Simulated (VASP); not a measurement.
# Nb6ZnAu2 (C2/m) in VASP: single point with PBEsol

Aim: the single point of Nb6ZnAu2 with PBEsol.

Everything below comes from runs of VASP 6.6.1. Logs are shortened: lines on timing, memory, paths and dates and some standing lists are left out, and cuts for length are marked.

## 1. The cell of the first run

The structure is monoclinic, space group C2/m (No. 12). Conventional cell: a = 8.337 Å, b = 4.698 Å, c = 8.155 Å, α = 90.00°, β = 92.37°, γ = 90.00°. Within 3.3 Å of Au (site symmetry m) lie 1 Zn at 2.46 Å and 10 Nb at 2.64 to 3.24 Å. Within 3.3 Å of Zn (site symmetry 2/m) lie 2 Au at 2.46 Å and 6 Nb at 2.75 to 2.84 Å. Nb (site symmetry m) has 9 Nb at 2.67 to 3.39 Å and 3 Au at 2.71 to 2.89 Å and 2 Zn at 3.61 Å within 3.7 Å. Nb (site symmetry m) has 3 Zn at 2.75 to 2.84 Å and 6 Nb at 2.78 to 3.38 Å and 3 Au at 2.86 to 2.87 Å within 3.6 Å. Nb (site symmetry m) has 4 Au at 2.64 to 3.24 Å and 10 Nb at 2.82 to 3.39 Å within 3.5 Å.

## 2. Single point, PBEsol

File INCAR:

```
SYSTEM = Nb6ZnAu2
  PREC = Accurate
  ENCUT = 520
  EDIFF = 1E-7
  ISMEAR = -1
  SIGMA = 0.1
  LREAL = .False.
  LASPH = .True.
  NELM = 60
  ALGO = Normal
  ISIF = 2
  LWAVE = .False.
  LCHARG = .False.
  GGA = PS
  NBANDS = 66
```

File KPOINTS:

```
Automatic mesh
0
Gamma
  4 4 3
  0 0 0
```

File POSCAR:

```
Nb6ZnAu2
1.0
    0.0000000000      4.6978997079      0.0000000000
    4.1637130019     -2.3489498540      0.1963419437
    0.7213135679      0.0000000000     -8.1232698349
Au Zn Nb
2 1 6
Direct
    0.1737070054      0.3474140109      0.7481961139
    0.8262929946      0.6525859891      0.2518038861
    0.0000000000      0.0000000000      0.0000000000
    0.4921354285      0.9842708570      0.6641026722
    0.5078645715      0.0157291430      0.3358973278
    0.3344483123      0.6688966246      0.0521176462
    0.6655516877      0.3311033754      0.9478823538
    0.1690702521      0.3381405043      0.4252339522
    0.8309297479      0.6618594957      0.5747660478
```

Potentials or basis: VASP PAW PBE potentials, release 64 (Au, Zn, Nb_sv).

Launch:

```sh
$ cat potpaw_PBE.64/Au/POTCAR potpaw_PBE.64/Zn/POTCAR potpaw_PBE.64/Nb_sv/POTCAR > POTCAR
$ mpirun -np 1 vasp_std > vasp.out
```

OUTCAR:

```text
SYSTEM = Nb6ZnAu2
   PREC = Accurate
   ENCUT = 520
   EDIFF = 1E-7
   ISMEAR = -1
   LREAL = .False.
   LASPH = .True.
   NELM = 60
   ISIF = 2
   GGA = PS

 ion  position               nearest neighbor table
   1  0.174  0.347  0.748-   3 2.46   8 2.64   4 2.71   7 2.86   7 2.86   6 2.87   4 2.89   4 2.89
                             9 3.01   9 3.01   9 3.24
   2  0.826  0.653  0.252-   3 2.46   9 2.64   5 2.71   6 2.86   6 2.86   7 2.87   5 2.89   5 2.89
                             8 3.01   8 3.01   8 3.24
   3  0.000  0.000  0.000-   1 2.46   2 2.46   7 2.75   6 2.75   7 2.75   6 2.75   7 2.84   6 2.84

   4  0.492  0.984  0.664-   5 2.67   1 2.71   7 2.78   9 2.82   9 2.82   9 2.89   1 2.89   1 2.89

   5  0.508  0.016  0.336-   4 2.67   2 2.71   6 2.78   8 2.82   8 2.82   8 2.89   2 2.89   2 2.89

   6  0.334  0.669  0.052-   3 2.75   3 2.75   5 2.78   3 2.84   7 2.85   2 2.86   2 2.86   1 2.87
                             7 2.88   7 2.88
   7  0.666  0.331  0.948-   3 2.75   3 2.75   4 2.78   3 2.84   6 2.85   1 2.86   1 2.86   2 2.87
                             6 2.88   6 2.88
   8  0.169  0.338  0.425-   1 2.64   5 2.82   5 2.82   5 2.89   9 2.99   9 2.99   2 3.01   2 3.01
                             9 3.02   2 3.24
   9  0.831  0.662  0.575-   2 2.64   4 2.82   4 2.82   4 2.89   8 2.99   8 2.99   1 3.01   1 3.01
                             8 3.02   1 3.24

  LATTYP: Found a base centered monoclinic cell.
 ALAT       =     8.3366794639
 B/A-ratio  =     0.5635216909
 C/A-ratio  =     0.9782350224
 COS(beta)  =    -0.0414312331

  Lattice vectors:

 A1 = (  -4.1637130019,  -2.3489498539,  -0.1963419437)
 A2 = (  -4.1637130019,   2.3489498540,  -0.1963419437)
 A3 = (   0.7213135679,   0.0000000000,  -8.1232698349)

Analysis of symmetry for initial positions (statically):
=====================================================================
 Subroutine PRICEL returns:
 Original cell was already a primitive cell.

 Routine SETGRP: Setting up the symmetry group for a
 base centered monoclinic supercell.

 Subroutine GETGRP returns: Found  4 space group operations
 (whereof  4 operations were pure point group operations)
 out of a pool of  4 trial point group operations.

The static configuration has the point symmetry C_2h.

Analysis of symmetry for dynamics (positions and initial velocities):
=====================================================================
 Subroutine PRICEL returns:
 Original cell was already a primitive cell.

 Routine SETGRP: Setting up the symmetry group for a
 base centered monoclinic supercell.

 Subroutine GETGRP returns: Found  4 space group operations
 (whereof  4 operations were pure point group operations)
 out of a pool of  4 trial point group operations.

The dynamic configuration has the point symmetry C_2h.

 Subroutine INISYM returns: Found  4 space group operations
 (whereof  4 operations are pure point group operations),
 and found     1 'primitive' translations

----------------------------------------------------------------------------------------

                                     Primitive cell

  volume of cell :     159.5622

  direct lattice vectors                    reciprocal lattice vectors
     0.000000000  4.697899708  0.000000000     0.119584400  0.212861079  0.010618612
     4.163713002 -2.348949854  0.196341944     0.239168800  0.000000000  0.021237224
     0.721313568  0.000000000 -8.123269835     0.005780784  0.000000000 -0.122589827

  length of vectors
     4.697899708  4.784623448  8.155231822     0.244382942  0.240109839  0.122726049

  position of ions in fractional coordinates (direct lattice)
     0.173707005  0.347414011  0.748196114
     0.826292995  0.652585989  0.251803886
     0.000000000  0.000000000  0.000000000
     0.492135428  0.984270857  0.664102672
     0.507864572  0.015729143  0.335897328
     0.334448312  0.668896625  0.052117646
     0.665551688  0.331103375  0.947882354
     0.169070252  0.338140504  0.425233952
     0.830929748  0.661859496  0.574766048

  ion indices of the primitive-cell ions
   primitive index   ion index
                 1           1
                 2           2
                 3           3
                 4           4
                 5           5
                 6           6
                 7           7
                 8           8
                 9           9

----------------------------------------------------------------------------------------

 KPOINTS: Automatic mesh

Automatic generation of k-mesh.
 Grid dimensions read from file:
 generate k-points for:    4    4    3

 Generating k-lattice:

  Cartesian coordinates                     Fractional coordinates (reciprocal lattice)
     0.029896100  0.053215270  0.002654653     0.250000000 -0.000000000 -0.000000000
     0.059792200  0.000000000  0.005309306     0.000000000  0.250000000  0.000000000
     0.001926928  0.000000000 -0.040863276     0.000000000  0.000000000  0.333333333

  Length of vectors
     0.061095736  0.060027460  0.040908683

  Shift w.r.t. Gamma in fractional coordinates (k-lattice)
     0.000000000  0.000000000  0.000000000

 Subroutine IBZKPT returns following result:
 ===========================================

 Found     17 irreducible k-points:

 Following reciprocal coordinates:
            Coordinates               Weight
  0.000000  0.000000  0.000000      1.000000
  0.250000 -0.000000 -0.000000      4.000000
  0.500000 -0.000000 -0.000000      2.000000
  0.000000  0.250000  0.000000      2.000000
  0.250000  0.250000  0.000000      4.000000
  0.500000  0.250000  0.000000      2.000000
[... 9 lines left out ...]
  0.250000  0.500000  0.333333      4.000000
  0.000000 -0.250000  0.333333      2.000000
   k-points           NKPTS =     17   k-points in BZ     NKDIM =     17   number of bands    NBANDS=     66
   number of dos      NEDOS =    301   number of ions     NIONS =      9
   total plane-waves  NPLWV =  82944
   dimension x,y,z NGX =    36 NGY =   36 NGZ =   64
   dimension x,y,z NGXF=    72 NGYF=   72 NGZF=  128
   ions per type =               2   1   6
   NGX,Y,Z   is equivalent  to a cutoff of  12.74, 12.51, 13.05 a.u.
   NGXF,Y,Z  is equivalent  to a cutoff of  25.48, 25.02, 26.09 a.u.
 SYSTEM =  Nb6ZnAu2
   PREC   = accura    normal or accurate (medium, high low for compatibility)
   ISTART =      0    job   : 0-new  1-cont  2-samecut
   ICHARG =      2    charge: 1-file 2-atom 10-const
   ISPIN  =      1    spin polarized calculation?
   LNONCOLLINEAR =      F non collinear calculations
   LSORBIT =      F    spin-orbit coupling
   LASPH  =      T    aspherical Exc in radial PAW
   ENCUT  =  520.0 eV  38.22 Ry    6.18 a.u.   8.73  8.90 15.16*2*pi/ulx,y,z
   NELM   =     60;   NELMIN=  2; NELMDL= -5     # of ELM steps
   EDIFF  = 0.1E-06   stopping-criterion for ELM
   LREAL  =      F    real-space projection
   EDIFFG = 0.1E-05   stopping-criterion for IOM
   NSW    =      0    number of steps for IOM
   IBRION =     -1    ionic relax: 0-MD 1-quasi-New 2-CG
   NFREE  =      0    steps in history (QN), initial steepest desc. (CG)
   ISIF   =      2    stress and relaxation
   ISYM   =      2    0-nonsym 1-usesym 2-fastsym
   POTIM  = 0.5000    time-step for ionic-motion
   TEBEG  =    0.0;   TEEND  =   0.0 temperature during run
   PSTRESS=    0.0 pullay stress
   NELECT =     112.0000    total number of electrons
   NUPDOWN=      -1.0000    fix difference up-down
   EMIN   =  10.00;   EMAX   =-10.00  energy-range for DOS
   EFERMI =   0.00;   METHOD = LEGACY
   ISMEAR =    -1;   SIGMA  =   0.10  broadening in eV -4-tet -1-fermi 0-gaus
   EFERMI_NEDOS =   21; number of points for ismear=-14 and -15
   IALGO  =     38    algorithm
   IMIX   =      4    mixing-type and parameters
     AMIX     =   0.40;   BMIX     =  1.00
     AMIX_MAG =   1.60;   BMIX_MAG =  1.00
  volume/ion in A,a.u.               =      17.73       119.64
  Fermi-wavevector in a.u.,A,eV,Ry     =   1.454915  2.749390 28.800489  2.116776
  Thomas-Fermi vector in A             =   2.572010
   LORBIT       =      0    0 simple, 1 ext, 2 COOP (PROOUT), +10 PAW based schemes
   GGA     = PS    functional components
   LHFCALC =     F    Hartree Fock is set to
   AEXX    =    0.0000 exact exchange contribution
   IVDW    =     0    specifies the selected vdW correction
   LEPSILON=     F    determine dielectric tensor
   LRPA    =     F    only Hartree local field effects (RPA)
 non-spin polarized calculation
  energy-cutoff  :      520.00
  volume of cell :      159.56
 maximum number of plane-waves:      4320
 NGX is ok and might be reduce to    36
   NGX = 17   NGY = 17   NGZ = 31

 number of electron     111.9999982 magnetization

 Free energy of the ion-electron system (eV)
  ---------------------------------------------------
  ext. energy  EPLUGINS =         0.00000000
  ---------------------------------------------------
  free energy    TOTEN  =       -73.64178151 eV

  energy without entropy =      -73.30716093  energy(sigma->0) =      -73.47447122

 E-fermi :  10.0544     XC(G=0): -12.4868

 val. band max:       10.0264474965   @ k =   0.5000   0.2500   0.3333
 cond. band min:      10.0662577773   @ k =   0.0000   0.5000   0.0000
 fundamental gap:      0.0398102808
 Fermi energy:        10.0544244178

 k-point     1 :       0.0000    0.0000    0.0000
  band No.  band energies     occupation
      1     -44.7314      2.00000
      2     -44.6103      2.00000
      3     -44.5415      2.00000
      4     -44.4612      2.00000
      5     -44.4561      2.00000
      6     -44.3127      2.00000
[... 58 lines left out ...]
     65      12.6115      0.00000
     66      13.1979      0.00000

 k-point     2 :       0.2500   -0.0000   -0.0000
  band No.  band energies     occupation
      1     -44.7009      2.00000
      2     -44.5973      2.00000
      3     -44.5583      2.00000
      4     -44.4871      2.00000
      5     -44.4395      2.00000
      6     -44.3311      2.00000
[... 1093 lines left out ...]
     65      12.2993      0.00000
     66      12.8075      0.00000

------------------------ aborting loop because EDIFF is reached ----------------------------------------

  FORCE on cell =-STRESS in cart. coord.  units (eV):
  Direction    XX          YY          ZZ          XY          YZ          ZX
  --------------------------------------------------------------------------------------
  -------------------------------------------------------------------------------------
  Total       -0.2399163     -0.2780606     -0.2655852      0.0000000     -0.0000000      0.0418455
  in kB       -2.4090194     -2.7920291     -2.6667626      0.0000000     -0.0000000      0.4201745
  external PRESSURE =      -2.6226037 kB  Pullay stress =       0.0000000 kB

 VOLUME and BASIS-vectors are now :
 -----------------------------------------------------------------------------
  energy-cutoff  :      520.00
  volume of cell :      159.56
      direct lattice vectors                 reciprocal lattice vectors
     0.000000000  4.697899708  0.000000000     0.119584400  0.212861079  0.010618612
     4.163713002 -2.348949854  0.196341944     0.239168800  0.000000000  0.021237224
     0.721313568  0.000000000 -8.123269835     0.005780784  0.000000000 -0.122589827

 POSITION                                       TOTAL-FORCE (eV/Angst)
 -----------------------------------------------------------------------------------
      1.98622     -0.00000     -6.00959         0.020364     -0.000000      0.019670
      2.89881      2.34895     -1.91734        -0.020364      0.000000     -0.019670
      0.00000      0.00000      0.00000        -0.000000      0.000000      0.000000
      4.57725     -0.00000     -5.20143        -0.004091      0.000000     -0.005298
      0.30778      2.34895     -2.72550         0.004091     -0.000000      0.005298
      2.82269     -0.00000     -0.29203        -0.004768      0.000000     -0.008570
      2.06234      2.34895     -7.63489         0.004768     -0.000000      0.008570
      1.71465     -0.00000     -3.38790         0.004847     -0.000000     -0.008327
      3.17038      2.34895     -4.53903        -0.004847      0.000000      0.008327
 -----------------------------------------------------------------------------------
    total drift:                                0.000000      0.000000     -0.000000

  FREE ENERGIE OF THE ION-ELECTRON SYSTEM (eV)
  ---------------------------------------------------
  free  energy   TOTEN  =       -73.6417815137 eV

  energy  without entropy=      -73.3071609330  energy(sigma->0) =      -73.47447122
```

It took 3.2 min on 1 thread of Intel Xeon Platinum 8488C (Sapphire Rapids), shared host; peak memory 0.36 GiB.

What came out:

```yaml
Free_energy: -73.6418 eV
Pressure: -0.3 GPa
Largest_force: 0.028 eV/Å
Band_gap_on_the_k_mesh: zero (bands 56 and 57 overlap by 0.25 eV)
```

Forces in eV/Å, atoms in the order of the input:
```
Au   0.020  0.000  0.020
Au  -0.020  0.000 -0.020
Zn   0.000  0.000  0.000
Nb  -0.004  0.000 -0.005
Nb   0.004  0.000  0.005
Nb  -0.005  0.000 -0.009
Nb   0.005  0.000  0.009
Nb   0.005  0.000 -0.008
Nb  -0.005  0.000  0.008
```

Levels at points of the mesh, in eV from the Fermi level:
```csv
k point,band 54,band 55,band 56,band 57,band 58,band 59
"(0.00, 0.00, 0.00)",-0.73,-0.66,-0.45,0.04,0.13,0.34
"(0.50, 0.00, 0.00)",-0.63,-0.43,-0.05,0.06,0.28,0.31
"(0.00, 0.50, 0.00)",-0.35,-0.35,-0.03,0.01,0.44,0.53
```

Caveat: the k points lie up to 0.38 Å⁻¹ apart; the PAW data sets were made with another functional, which shifts forces and pressure a little; spin-orbit coupling is left out, which moves the levels of the heavy elements.
